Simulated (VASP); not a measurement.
# Ca3Sn3N2: single point with PBE

Crystal: Ca3Sn3N2.

```
CELL_PARAMETERS angstrom
3.67731 0.00000 0.00000
0.00000 3.67731 0.00000
0.00000 0.00000 13.24561
ATOMIC_POSITIONS crystal
Ca 0.00000 0.00000 0.00000
Ca 0.50000 0.50000 0.81388
Ca 0.50000 0.50000 0.18612
Sn 0.00000 0.00000 0.65554
Sn 0.00000 0.00000 0.34446
Sn 0.50000 0.50000 0.50000
N 0.00000 0.00000 0.81979
N 0.00000 0.00000 0.18021
```

```
Program             : VASP 6.6.1
Task                : single point
Functional          : PBE
Potentials or basis : VASP PAW PBE potentials, release 64 (Ca_sv, Sn_d, N)
Cutoff              : 520 eV
k mesh              : 6 × 6 × 2
Occupations         : gaussian, width 0.2 eV
Spin                : no spin polarisation
```

| Item | Value |
| --- | --- |
| Pressure | -0.3 GPa |
| Largest force | 0.071 eV/Å |
| Band gap on the k mesh | zero (band 41 reaches 6.57 eV, above the bottom of band 42 at 4.50 eV) |

Forces in eV/Å, atoms in the order of the input:
```
Ca   0.000  0.000  0.000
Ca   0.000  0.000 -0.071
Ca   0.000  0.000  0.071
Sn   0.000  0.000  0.048
Sn   0.000  0.000 -0.048
Sn   0.000  0.000  0.000
N    0.000  0.000  0.059
N    0.000  0.000 -0.059
```

Stress tensor (GPa, compression positive):
```
-0.36  0.00  0.00
 0.00 -0.36  0.00
 0.00  0.00 -0.07
```

Levels at points of the mesh, in eV from the Fermi level:
```
           k point  band 38  band 39  band 40  band 41  band 42  band 43  band 44  band 45
(0.00, 0.00, 0.00)    -1.21    -0.95     0.98     0.98     1.18     1.24     2.12     2.22
(0.50, 0.00, 0.00)    -2.04    -1.95    -0.45     0.07     0.45     0.90     2.24     3.13
(0.50, 0.50, 0.00)    -2.01    -2.01    -1.26    -1.09    -1.09    -0.26    -0.04     0.82
(0.00, 0.00, 0.50)    -1.17    -1.17     0.94     0.94     1.24     1.64     1.81     2.11
(0.50, 0.00, 0.50)    -2.04    -1.94    -0.49     0.43     0.63     0.73     2.29     3.15
(0.50, 0.50, 0.50)    -2.12    -2.10    -1.72    -0.96    -0.96    -0.40     0.18     0.73
```

Run time: 2.9 min on 1 thread of Intel(R) Xeon(R) 6975P-C (Granite Rapids), with other jobs on the host, peak memory 0.35 GiB.

Caveat: spin-orbit coupling is left out, which moves the levels of the heavy elements.
